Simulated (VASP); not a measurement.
# IrRh5 (P4/mmm) in VASP: single point with PBE

Aim: the single point of IrRh5 with PBE.

Everything below comes from runs of VASP 6.6.1. Logs are shortened: lines on timing, memory, paths and dates and some standing lists are left out, and cuts for length are marked.

## 1. The cell of the first run

It takes space group P4/mmm (No. 123, tetragonal). Conventional cell: a = 2.726 Å, b = 2.726 Å, c = 11.401 Å, α = 90.00°, β = 90.00°, γ = 90.00°. Ir (site symmetry 4/mmm) has 8 Rh at 2.70 Å and 4 Ir at 2.73 Å within 3.6 Å. Within 3.6 Å of Rh (site symmetry 4mm) lie 12 Rh at 2.70 to 2.73 Å. Within 3.6 Å of Rh (site symmetry 4mm) lie 4 Ir at 2.70 Å and 8 Rh at 2.72 to 2.73 Å. Rh (site symmetry 4/mmm) has 12 Rh at 2.70 to 2.73 Å within 3.6 Å.

## 2. Single point, PBE, collinear spin, ferromagnetic start

File INCAR:

```
ALGO     = Normal         # electronic algorithm
EDIFF    = 1E-7           # SCF threshold, eV
ENCUT    = 520            # plane-wave cutoff, eV
GGA      = PE             # functional
ISIF     = 2              # what is computed and relaxed
ISMEAR   = 0              # smearing method
ISPIN    = 2              # spin polarisation
LASPH    = T              # aspherical terms in the spheres
LCHARG   = T              # write CHGCAR
LELF     = T              # ELF
LMAXMIX  = 4              # l up to which the mixer works
LORBIT   = 11             # projections on sites
LREAL    = F              # projectors in reciprocal space
LVHAR    = T            
LWAVE    = F              # write WAVECAR
MAGMOM   = 1 1 1 1 1 1    # initial moments
NBANDS   = 55             # bands
NELM     = 150            # most SCF steps
PREC     = Accurate       # precision mode
SIGMA    = 0.1            # smearing width, eV
```

File KPOINTS:

```
k-points
0
Gamma
  6 6 2
```

File POSCAR:

```
IrRh5
1.0
    2.7262624281      0.0000000000      0.0000000000
    0.0000000000      2.7262624281      0.0000000000
    0.0000000000      0.0000000000     11.4011387998
Ir Rh
1 5
Direct
    0.0000000000      0.0000000000      0.0000000000
    0.0000000000      0.0000000000      0.6653861630
    0.5000000000      0.5000000000      0.8339472674
    0.5000000000      0.5000000000      0.1660527326
    0.0000000000      0.0000000000      0.3346138370
    0.5000000000      0.5000000000      0.5000000000
```

Potentials or basis: VASP PAW PBE potentials, release 64 (Ir, Rh_pv).

Run with:

```console
$ cat potpaw_PBE.64/Ir/POTCAR potpaw_PBE.64/Rh_pv/POTCAR > POTCAR
$ mpirun -np 1 vasp_std > vasp.out
```

OUTCAR:

```text
EDIFF = 1E-7
   ENCUT = 520
   GGA = PE
   ISIF = 2
   ISMEAR = 0
   ISPIN = 2
   LASPH = T
   LORBIT = 11
   LREAL = F
   NELM = 150
   PREC = Accurate

 ion  position               nearest neighbor table
   1  0.000  0.000  0.000-   3 2.70   4 2.70   3 2.70   4 2.70   3 2.70   4 2.70   3 2.70   4 2.70

   2  0.000  0.000  0.665-   6 2.70   6 2.70   6 2.70   6 2.70   3 2.72   3 2.72   3 2.72   3 2.72

   3  0.500  0.500  0.834-   1 2.70   1 2.70   1 2.70   1 2.70   2 2.72   2 2.72   2 2.72   2 2.72

   4  0.500  0.500  0.166-   1 2.70   1 2.70   1 2.70   1 2.70   5 2.72   5 2.72   5 2.72   5 2.72

   5  0.000  0.000  0.335-   6 2.70   6 2.70   6 2.70   6 2.70   4 2.72   4 2.72   4 2.72   4 2.72

   6  0.500  0.500  0.500-   2 2.70   5 2.70   2 2.70   5 2.70   2 2.70   5 2.70   2 2.70   5 2.70

  LATTYP: Found a simple tetragonal cell.
 ALAT       =     2.7262624281
 C/A-ratio  =     4.1819667404

  Lattice vectors:

 A1 = (   2.7262624281,   0.0000000000,   0.0000000000)
 A2 = (   0.0000000000,   2.7262624281,   0.0000000000)
 A3 = (   0.0000000000,   0.0000000000,  11.4011387998)

Analysis of symmetry for initial positions (statically):
=====================================================================
 Subroutine PRICEL returns:
 Original cell was already a primitive cell.

 Routine SETGRP: Setting up the symmetry group for a
 simple tetragonal supercell.

 Subroutine GETGRP returns: Found 16 space group operations
 (whereof 16 operations were pure point group operations)
 out of a pool of 16 trial point group operations.

The static configuration has the point symmetry D_4h.

Analysis of symmetry for dynamics (positions and initial velocities):
=====================================================================
 Subroutine PRICEL returns:
 Original cell was already a primitive cell.

 Routine SETGRP: Setting up the symmetry group for a
 simple tetragonal supercell.

 Subroutine GETGRP returns: Found 16 space group operations
 (whereof 16 operations were pure point group operations)
 out of a pool of 16 trial point group operations.

The dynamic configuration has the point symmetry D_4h.

Analysis of structural, dynamic, and magnetic symmetry:
=====================================================================
 Subroutine PRICEL returns:
 Original cell was already a primitive cell.

 Routine SETGRP: Setting up the symmetry group for a
 simple tetragonal supercell.

 Subroutine GETGRP returns: Found 16 space group operations
 (whereof 16 operations were pure point group operations)
 out of a pool of 16 trial point group operations.

The overall configuration has the point symmetry D_4h.

 Subroutine INISYM returns: Found 16 space group operations
 (whereof 16 operations are pure point group operations),
 and found     1 'primitive' translations

----------------------------------------------------------------------------------------

                                     Primitive cell

  volume of cell :      84.7390

  direct lattice vectors                    reciprocal lattice vectors
     2.726262428  0.000000000  0.000000000     0.366802546  0.000000000  0.000000000
     0.000000000  2.726262428  0.000000000     0.000000000  0.366802546  0.000000000
     0.000000000  0.000000000 11.401138800     0.000000000  0.000000000  0.087710536

  length of vectors
     2.726262428  2.726262428 11.401138800     0.366802546  0.366802546  0.087710536

  position of ions in fractional coordinates (direct lattice)
     0.000000000  0.000000000  0.000000000
     0.000000000  0.000000000  0.665386163
     0.500000000  0.500000000  0.833947267
     0.500000000  0.500000000  0.166052733
     0.000000000  0.000000000  0.334613837
     0.500000000  0.500000000  0.500000000

  ion indices of the primitive-cell ions
   primitive index   ion index
                 1           1
[... 31 lines left out ...]

 Following reciprocal coordinates:
            Coordinates               Weight
  0.000000  0.000000  0.000000      1.000000
  0.166667  0.000000  0.000000      4.000000
  0.333333  0.000000  0.000000      4.000000
  0.500000  0.000000  0.000000      2.000000
  0.166667  0.166667  0.000000      4.000000
  0.333333  0.166667  0.000000      8.000000
[... 12 lines left out ...]
  0.500000  0.333333  0.500000      4.000000
  0.500000  0.500000  0.500000      1.000000
   k-points           NKPTS =     20   k-points in BZ     NKDIM =     20   number of bands    NBANDS=     55
   number of dos      NEDOS =    301   number of ions     NIONS =      6
   total plane-waves  NPLWV =  36000
   dimension x,y,z NGX =    20 NGY =   20 NGZ =   90
   dimension x,y,z NGXF=    40 NGYF=   40 NGZF=  180
   ions per type =               1   5
   NGX,Y,Z   is equivalent  to a cutoff of  12.20, 12.20, 13.12 a.u.
   NGXF,Y,Z  is equivalent  to a cutoff of  24.39, 24.39, 26.25 a.u.
 SYSTEM =  unknown system
   PREC   = accura    normal or accurate (medium, high low for compatibility)
   ISTART =      0    job   : 0-new  1-cont  2-samecut
   ICHARG =      2    charge: 1-file 2-atom 10-const
   ISPIN  =      2    spin polarized calculation?
   LNONCOLLINEAR =      F non collinear calculations
   LSORBIT =      F    spin-orbit coupling
   LASPH  =      T    aspherical Exc in radial PAW
   ENCUT  =  520.0 eV  38.22 Ry    6.18 a.u.   5.07  5.07 21.20*2*pi/ulx,y,z
   NELM   =    150;   NELMIN=  2; NELMDL= -5     # of ELM steps
   EDIFF  = 0.1E-06   stopping-criterion for ELM
   LREAL  =      F    real-space projection
   EDIFFG = 0.1E-05   stopping-criterion for IOM
   NSW    =      0    number of steps for IOM
   IBRION =     -1    ionic relax: 0-MD 1-quasi-New 2-CG
   NFREE  =      0    steps in history (QN), initial steepest desc. (CG)
   ISIF   =      2    stress and relaxation
   ISYM   =      2    0-nonsym 1-usesym 2-fastsym
   POTIM  = 0.5000    time-step for ionic-motion
   TEBEG  =    0.0;   TEEND  =   0.0 temperature during run
   PSTRESS=    0.0 pullay stress
   NELECT =      84.0000    total number of electrons
   NUPDOWN=      -1.0000    fix difference up-down
   EMIN   =  10.00;   EMAX   =-10.00  energy-range for DOS
   EFERMI =   0.00;   METHOD = LEGACY
   ISMEAR =     0;   SIGMA  =   0.10  broadening in eV -4-tet -1-fermi 0-gaus
   EFERMI_NEDOS =   21; number of points for ismear=-14 and -15
   IALGO  =     38    algorithm
   IMIX   =      4    mixing-type and parameters
     AMIX     =   0.40;   BMIX     =  1.00
     AMIX_MAG =   1.60;   BMIX_MAG =  1.00
  volume/ion in A,a.u.               =      14.12        95.31
  Fermi-wavevector in a.u.,A,eV,Ry     =   1.632325  3.084648 36.252537  2.664486
  Thomas-Fermi vector in A             =   2.724315
   LORBIT       =     11    0 simple, 1 ext, 2 COOP (PROOUT), +10 PAW based schemes
   GGA     = PE    functional components
   LHFCALC =     F    Hartree Fock is set to
   AEXX    =    0.0000 exact exchange contribution
   IVDW    =     0    specifies the selected vdW correction
   LEPSILON=     F    determine dielectric tensor
   LRPA    =     F    only Hartree local field effects (RPA)
 spin polarized calculation
 Gauss-broadening in eV      SIGMA  =   0.10
  energy-cutoff  :      520.00
  volume of cell :       84.74
 maximum number of plane-waves:      2304
   NGX = 11   NGY = 11   NGZ = 43

 number of electron      84.0000040 magnetization       0.0000506

 number of electron      84.0000040 magnetization      -0.0000341

 Free energy of the ion-electron system (eV)
  ---------------------------------------------------
  ext. energy  EPLUGINS =         0.00000000
  ---------------------------------------------------
  free energy    TOTEN  =       -45.14064686 eV

  energy without entropy =      -45.11762272  energy(sigma->0) =      -45.12913479

 E-fermi :  11.1428     XC(G=0): -13.8875

 val. band max:       11.0930277324   @ k =   0.1667   0.0000   0.5000
 cond. band min:      11.1453331313   @ k =   0.1667   0.0000   0.0000
 fundamental gap:      0.0523053989
 Fermi energy:        11.1428132927

 spin component 1

 k-point     1 :       0.0000    0.0000    0.0000
  band No.  band energies     occupation
      1     -35.7590      1.00000
      2     -35.6837      1.00000
      3     -35.5717      1.00000
      4     -35.3880      1.00000
      5     -35.3880      1.00000
      6     -35.3707      1.00000
[... 1129 lines left out ...]
     53      20.8733      0.00000
     54      20.8733      0.00000
 Fermi energy:        11.1428132927

 spin component 2

 k-point     1 :       0.0000    0.0000    0.0000
  band No.  band energies     occupation
      1     -35.7590      1.00000
      2     -35.6837      1.00000
      3     -35.5717      1.00000
      4     -35.3880      1.00000
      5     -35.3880      1.00000
      6     -35.3707      1.00000
[... 1129 lines left out ...]
     53      20.8733      0.00000
     54      20.8733      0.00000
 [bands above 54 left out]

------------------------ aborting loop because EDIFF is reached ----------------------------------------

  FORCE on cell =-STRESS in cart. coord.  units (eV):
  Direction    XX          YY          ZZ          XY          YZ          ZX
  --------------------------------------------------------------------------------------
  -------------------------------------------------------------------------------------
  Total        0.0997473      0.0997473      0.0332800      0.0000000      0.0000000      0.0000000
  in kB        1.8859422      1.8859422      0.6292306      0.0000000      0.0000000      0.0000000
  external PRESSURE =       1.4670383 kB  Pullay stress =       0.0000000 kB

 VOLUME and BASIS-vectors are now :
 -----------------------------------------------------------------------------
  energy-cutoff  :      520.00
  volume of cell :       84.74
      direct lattice vectors                 reciprocal lattice vectors
     2.726262428  0.000000000  0.000000000     0.366802546  0.000000000  0.000000000
     0.000000000  2.726262428  0.000000000     0.000000000  0.366802546  0.000000000
     0.000000000  0.000000000 11.401138800     0.000000000  0.000000000  0.087710536

 POSITION                                       TOTAL-FORCE (eV/Angst)
 -----------------------------------------------------------------------------------
      0.00000      0.00000      0.00000         0.000000      0.000000     -0.000000
      0.00000      0.00000      7.58616         0.000000      0.000000     -0.005012
      1.36313      1.36313      9.50795         0.000000      0.000000     -0.011077
      1.36313      1.36313      1.89319        -0.000000     -0.000000      0.011077
      0.00000      0.00000      3.81498         0.000000      0.000000      0.005012
      1.36313      1.36313      5.70057         0.000000      0.000000     -0.000000
 -----------------------------------------------------------------------------------
    total drift:                               -0.000000     -0.000000      0.000000

  FREE ENERGIE OF THE ION-ELECTRON SYSTEM (eV)
  ---------------------------------------------------
  free  energy   TOTEN  =       -45.1406468645 eV

  energy  without entropy=      -45.1176227180  energy(sigma->0) =      -45.12913479

 total charge

# of ion       s       p       d       tot
------------------------------------------
    1        0.692   0.676   6.911   8.279
    2        0.406   6.284   7.053  13.742
    3        0.402   6.303   7.055  13.760
    4        0.402   6.303   7.055  13.760
    5        0.406   6.284   7.053  13.742
    6        0.409   6.291   7.043  13.742
--------------------------------------------------
tot          2.715  32.141  42.170  77.026

 magnetization (x)

# of ion       s       p       d       tot
------------------------------------------
    1        0.000   0.000  -0.000  -0.000
    2       -0.000  -0.000   0.000  -0.000
    3       -0.000  -0.000  -0.000  -0.000
    4       -0.000  -0.000  -0.000  -0.000
    5       -0.000  -0.000   0.000  -0.000
    6       -0.000   0.000   0.000   0.000
--------------------------------------------------
tot         -0.000   0.000  -0.000  -0.000
```

Wall time 6.7 min (1 thread of Intel Xeon Platinum 8259CL at 2.50GHz (Skylake/Cascade Lake), shared host); peak memory 0.29 GiB.

Results:

```
Free energy                                           : -45.1406 eV
Pressure                                              : 0.1 GPa
Largest force                                         : 0.011 eV/Å
Band gap on the k mesh                                : zero (filled and empty bands overlap)
Net moment                                            : 0.00 μB per cell
Valence electrons inside the program's atomic spheres : Ir 8.28; Rh 13.74, 13.76 (each value once)
```

Forces on the atoms (eV/Å):
```
Ir   0.000  0.000  0.000
Rh   0.000  0.000 -0.005
Rh   0.000  0.000 -0.011
Rh   0.000  0.000  0.011
Rh   0.000  0.000  0.005
Rh   0.000  0.000  0.000
```

Caveat: the k points lie up to 0.38 Å⁻¹ apart, too coarse for converged energies and pressures of a metal; spin-orbit coupling is left out, which moves the levels of the heavy elements.

The gap in the log of VASP goes by the Fermi energy; the results here count the filled bands.